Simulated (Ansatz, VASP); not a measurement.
## One calculation of Pb, two programs

INCAR

```
SYSTEM = Pb
  PREC = Accurate
  ENCUT = 500
  EDIFF = 1E-6
  ISMEAR = 0
  SIGMA = 0.1
  LREAL = .False.
  LASPH = .True.
  NELM = 120
  ALGO = Normal
  ISIF = 2
  LWAVE = .False.
  LCHARG = .True.
  GGA = PE
  IVDW = 12
  LELF = .True.
  LVHAR = .True.
  NBANDS = 13
  GGA_COMPAT = .False.
```

Contents of KPOINTS:

```
regular mesh
0
Gamma
  16 16 16
  0 0 0
```

The input POSCAR:

```
Pb
1.0
   -1.9796595667      1.9796595667      1.9796595667
    1.9796595667     -1.9796595667      1.9796595667
    1.9796595667      1.9796595667     -1.9796595667
Pb
1
Direct
    0.0000000000      0.0000000000      0.0000000000
```

Input for Ansatz:

```yaml
crystal:
  lattice:
    - [-1.9796595667, 1.9796595667, 1.9796595667]
    - [1.9796595667, -1.9796595667, 1.9796595667]
    - [1.9796595667, 1.9796595667, -1.9796595667]
  atoms:
    - { symbol: Pb, position: [0.0, 0.0, 0.0] }
basis:
  ecutwfc: 420
kpoints:
  mp_grid: { grid: [16, 16, 16] }
hamiltonian:
  xc: pbe
  dispersion: d3bj
scf:
  occupations: { method: gaussian, width: 0.1 }
output:
  forces: true
  stress: true
  eigenvalues: true
  populations: true
```

Alike in both runs: task single point; functional PBE; dispersion D3(BJ); k mesh 16 × 16 × 16; occupations gaussian, width 0.1 eV; no spin polarisation.

|  | VASP | Ansatz |
| --- | --- | --- |
| version | VASP 6.6.1 | Ansatz 0.2.0 |
| potentials or method | VASP PAW PBE potentials, release 64 (Pb_d), cutoff 500 eV | scalar-relativistic, plane waves, PAW |
| valence electrons in the cell | 14 | 14 |

```tsv
	VASP	Ansatz	Ansatz less VASP
gap on the k mesh at the Fermi level (eV)	none	none	-
pressure (GPa)	-1.0	-0.9	+0.04
```

A gap of «none» marks a metal or a gap that the smearing closes.

Spin-orbit coupling is off throughout.
